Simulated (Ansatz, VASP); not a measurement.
**Two plane-wave programs on Te**

File POSCAR:

```
Te
1.0
    0.0000000000      2.4228568675      2.4228568675
    2.4228568675      0.0000000000      2.4228568675
    2.4228568675      2.4228568675      0.0000000000
Te
1
Direct
    0.0000000000      0.0000000000      0.0000000000
```

INCAR.step1

```
PREC = Accurate ; ENCUT = 600
ISMEAR = 0 ; SIGMA = 0.1
LREAL = F ; LASPH = T
NELM = 60 ; GGA = PE
ALGO = Normal ; EDIFF = 1E-4
LWAVE = T ; LCHARG = F
```

Contents of INCAR.step2:

```
PREC = Accurate ; ENCUT = 600
EDIFF = 1E-6 ; ISMEAR = 0
SIGMA = 0.1 ; LREAL = F
LASPH = T ; NELM = 60
ALGO = Normal ; ISIF = 3
LWAVE = F ; LCHARG = F
METAGGA = R2SCAN ; LMIXTAU = T
IBRION = 2 ; NSW = 100
EDIFFG = -0.01 ; ISTART = 1
```

The input KPOINTS:

```
Automatic mesh
0
Gamma
  20 20 20
```

Input for Ansatz:

```yaml
crystal:
  lattice:
    - [0.0, 2.4228568675, 2.4228568675]
    - [2.4228568675, 0.0, 2.4228568675]
    - [2.4228568675, 2.4228568675, 0.0]
  atoms:
    - { symbol: Te, position: [0.0, 0.0, 0.0] }
basis:
  ecutwfc: 500
kpoints:
  mp_grid: { grid: [20, 20, 20] }
hamiltonian:
  xc: r2scan
scf:
  occupations: { method: gaussian, width: 0.1 }
output:
  forces: true
  stress: true
  eigenvalues: true
relax:
  adjacent_minimum: "off"
  f_tol: 0.01
  max_steps: 80
  cell: { stress_tol: 0.05 }
```

Alike in both runs: task relaxation of cell and atoms; functional r2SCAN; k mesh 20 × 20 × 20; occupations gaussian, width 0.1 eV; no spin polarisation.

```csv
,VASP,Ansatz
version,VASP 6.6.1,Ansatz 0.2.0
potentials or method,"VASP PAW PBE potentials, release 64 (Te), cutoff 600 eV","scalar-relativistic, plane waves, PAW"
valence electrons in the cell,6,16
```

```csv
,VASP,Ansatz,Ansatz less VASP
"gap on the k mesh at the Fermi level, each at its own relaxed structure (eV)",none,none,-
relaxed volume (Å³/atom),28.27,28.31,+0.044
relaxed length of the cell vector where the two differ most in proportion (Å),3.419,3.421,+0.0018
```

VASP's potentials were made for PBE, not for r2SCAN. A gap of «none» marks a metal or a gap that the smearing closes. VASP's potentials hold 6 valence electrons a cell and Ansatz's 16, so a difference there can come from the potentials and not from the codes.

Spin-orbit coupling is off throughout.
